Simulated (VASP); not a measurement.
# KF (R-3m) in VASP: notebook, part 2 of 2

VASP 6.6.1. Earlier steps stand in the parts before.

### 5 Single point, LDA

This run uses another cell than the first one, of 18.58 Å³/atom, 1.154 times its volume.

Contents of INCAR:

```
PREC = Accurate
ENCUT = 520
EDIFF = 1E-7
ISMEAR = 0
SIGMA = 0.05
LREAL = F
LASPH = T
NELM = 60
ALGO = Normal
ISIF = 2
LWAVE = F
LCHARG = T
LELF = T
LVHAR = T
NBANDS = 15
```

Contents of KPOINTS:

```
Automatic mesh
0
Gamma
  8 8 8
```

Contents of POSCAR:

```
KF
1.0
   -0.0564025083      2.6209317485      2.6209317485
    2.6209317485     -0.0564025083      2.6209317485
    2.6209317485      2.6209317485     -0.0564025083
K F
1 1
Direct
    0.0000000000      0.0000000000      0.0000000000
    0.5000000000      0.5000000000      0.5000000000
```

Potentials or basis: VASP PAW LDA potentials, release 64 (K_sv, F).

Launch:

```sh
cat potpaw_LDA.64/K_sv/POTCAR potpaw_LDA.64/F/POTCAR > POTCAR
mpirun -np 1 vasp_std > vasp.out
```

OUTCAR:

```text
PREC = Accurate
   ENCUT = 520
   EDIFF = 1E-7
   ISMEAR = 0
   LREAL = F
   LASPH = T
   NELM = 60
   ISIF = 2

 ion  position               nearest neighbor table
   1  0.000  0.000  0.000-   2 2.65   2 2.65   2 2.65   2 2.65   2 2.65   2 2.65
   2  0.500  0.500  0.500-   1 2.65   1 2.65   1 2.65   1 2.65   1 2.65   1 2.65

  LATTYP: Found a trigonal (rhomboedric) cell.
 ALAT       =     3.7069863371
 COS(alpha) =     0.4783692091

  Lattice vectors:

[... 618 lines left out ...]

------------------------ aborting loop because EDIFF is reached ----------------------------------------

  FORCE on cell =-STRESS in cart. coord.  units (eV):
  Direction    XX          YY          ZZ          XY          YZ          ZX
  --------------------------------------------------------------------------------------
  -------------------------------------------------------------------------------------
  Total       -0.6250039     -0.6250039     -0.6250039      0.0690029      0.0690029      0.0690029
  in kB      -26.9401957    -26.9401957    -26.9401957      2.9743023      2.9743023      2.9743023
  external PRESSURE =     -26.9401957 kB  Pullay stress =       0.0000000 kB

 VOLUME and BASIS-vectors are now :
 -----------------------------------------------------------------------------
  energy-cutoff  :      520.00
  volume of cell :       37.17
      direct lattice vectors                 reciprocal lattice vectors
    -0.056402508  2.620931748  2.620931748    -0.184721603  0.188784244  0.188784244
     2.620931748 -0.056402508  2.620931748     0.188784244 -0.184721603  0.188784244
     2.620931748  2.620931748 -0.056402508     0.188784244  0.188784244 -0.184721603

 POSITION                                       TOTAL-FORCE (eV/Angst)
 -----------------------------------------------------------------------------------
      0.00000      0.00000      0.00000        -0.000000      0.000000     -0.000000
      2.59273      2.59273      2.59273         0.000000     -0.000000      0.000000
 -----------------------------------------------------------------------------------
    total drift:                                0.000000      0.000000      0.000000

  FREE ENERGIE OF THE ION-ELECTRON SYSTEM (eV)
  ---------------------------------------------------
  free  energy   TOTEN  =        -9.0494258538 eV

  energy  without entropy=       -9.0494258538  energy(sigma->0) =       -9.04942585
```

OSZICAR:

```text
N       E                     dE             d eps       ncg     rms          rms(c)
DAV:   1     0.115069926527E+03    0.11507E+03   -0.81424E+03  1950   0.104E+03
DAV:   2    -0.546270764429E+01   -0.12053E+03   -0.10789E+03  2491   0.291E+02
DAV:   3    -0.101256905785E+02   -0.46630E+01   -0.46369E+01  2626   0.517E+01
DAV:   4    -0.102453114723E+02   -0.11962E+00   -0.11960E+00  2611   0.809E+00
DAV:   5    -0.102471497148E+02   -0.18382E-02   -0.18382E-02  2704   0.811E-01    0.612E+00
DAV:   6    -0.912894875454E+01    0.11182E+01   -0.31574E+00  2020   0.148E+01    0.420E+00
DAV:   7    -0.907696304362E+01    0.51986E-01   -0.80375E-02  2503   0.221E+00    0.250E+00
DAV:   8    -0.904931817582E+01    0.27645E-01   -0.48264E-02  2412   0.214E+00    0.212E-01
DAV:   9    -0.904928769953E+01    0.30476E-04   -0.29324E-03  2258   0.472E-01    0.979E-02
DAV:  10    -0.904942333607E+01   -0.13564E-03   -0.26672E-04  2454   0.172E-01    0.492E-02
DAV:  11    -0.904942641819E+01   -0.30821E-05   -0.44968E-05  2689   0.766E-02    0.139E-02
DAV:  12    -0.904942574877E+01    0.66942E-06   -0.54101E-06  2395   0.264E-02    0.224E-03
DAV:  13    -0.904942587992E+01   -0.13115E-06   -0.38242E-07  2589   0.542E-03    0.203E-03
DAV:  14    -0.904942585385E+01    0.26071E-07   -0.64157E-08  1619   0.284E-03
   1 F= -.90494259E+01 E0= -.90494259E+01  d E =-.653439E-23
```

Wall time 28 s (1 thread of Intel Xeon Platinum 8259CL at 2.50GHz (Skylake/Cascade Lake), shared host); peak memory 0.16 GiB.

What came out:

```
Free energy            : -9.0494 eV
Pressure               : -2.7 GPa
Band gap on the k mesh : 5.90 eV, direct
```

Levels at points of the mesh, in eV from the valence-band top:
| k point | band 5 | band 6 | band 7 | band 8 | band 9 | band 10 | band 11 | band 12 |
| --- | --- | --- | --- | --- | --- | --- | --- | --- |
| (0.00, 0.00, 0.00) | -9.03 | -0.03 | -0.03 | 0.00 | 5.90 | 10.44 | 10.44 | 10.80 |
| (0.50, 0.00, 0.00) | -9.07 | -0.90 | -0.42 | -0.37 | 8.83 | 10.35 | 11.89 | 12.21 |
| (0.50, 0.50, 0.00) | -9.27 | -0.22 | -0.08 | -0.06 | 7.89 | 10.23 | 11.58 | 13.68 |
| (0.50, 0.50, 0.50) | -9.10 | -0.90 | -0.45 | -0.45 | 8.94 | 10.48 | 12.10 | 12.10 |

A k mesh can miss the band edges. LDA gaps usually lie below the measured ones, often by a third to a half.

### 6 Single point, LDA

This run uses another cell than the first one, of 18.31 Å³/atom, 1.137 times its volume.

Contents of INCAR:

```
ALGO = Normal ; EDIFF = 1E-7
ENCUT = 520 ; ISIF = 2
ISMEAR = 0 ; LASPH = True
LCHARG = False ; LREAL = False
LWAVE = False ; NBANDS = 15
NELM = 100 ; PREC = Accurate
SIGMA = 0.05
```

Contents of KPOINTS:

```
k-points
0
Gamma
  8 8 8
```

Contents of POSCAR:

```
KF
1.0
   -0.0280875805      2.6216841613      2.6216841613
    2.6216841613     -0.0280875805      2.6216841613
    2.6216841613      2.6216841613     -0.0280875805
K F
1 1
Direct
    0.0000000000      0.0000000000      0.0000000000
    0.5000000000      0.5000000000      0.5000000000
```

Potentials or basis: VASP PAW LDA potentials, release 64 (K_sv, F).

Launch:

```sh
cat potpaw_LDA.64/K_sv/POTCAR potpaw_LDA.64/F/POTCAR > POTCAR
mpirun -np 1 vasp_std > vasp.out
```

It took 26 s on 1 thread of Intel Xeon Platinum 8259CL at 2.50GHz (Skylake/Cascade Lake), shared host; peak memory 0.16 GiB.

The run converged. Its results:

| Quantity | Value |
| --- | --- |
| Free energy | -9.0589 eV |
| Pressure | -2.2 GPa |
| Band gap on the k mesh | 5.99 eV, direct |

Stress tensor (GPa, compression positive):
```
-2.21  0.15  0.15
 0.15 -2.21  0.15
 0.15  0.15 -2.21
```

Levels at points of the mesh, in eV from the valence-band top:
| k point | band 6 | band 7 | band 8 | band 9 | band 10 | band 11 |
| --- | --- | --- | --- | --- | --- | --- |
| (0.00, 0.00, 0.00) | -0.02 | -0.02 | 0.00 | 5.99 | 10.55 | 10.55 |
| (0.50, 0.00, 0.00) | -0.90 | -0.42 | -0.39 | 8.92 | 10.49 | 12.06 |
| (0.50, 0.50, 0.00) | -0.20 | -0.06 | -0.05 | 7.91 | 10.33 | 11.71 |
| (0.50, 0.50, 0.50) | -0.91 | -0.43 | -0.43 | 8.97 | 10.55 | 12.17 |

A k mesh can miss the band edges. As with any semilocal functional, this LDA gap is likely too small.

### 7 The runs side by side

| cell | gap on the mesh (eV) | pressure (GPa) |
| --- | --- | --- |
| a = 3.553 Å, angles 60.7°, 2 atoms | 6.73 | 3.7 |
| a = 3.591 Å, angles 59.3°, 2 atoms | 6.73 | 3.7 |
| a = 3.670 Å, angles 62.1°, 2 atoms | 5.96 | -2.3 |
| a = 3.707 Å, angles 61.4°, 2 atoms | 5.90 | -2.7 |
| a = 3.708 Å, angles 60.7°, 2 atoms | 5.99 | -2.2 |

Alike in all rows: task single point; level LDA; potentials or basis VASP PAW LDA potentials, release 64 (K_sv, F); no spin polarisation; k mesh 8 × 8 × 8; cutoff (eV) 520; smearing gaussian 0.05 eV.

Absolute energies hang on the potentials; compare differences alone.
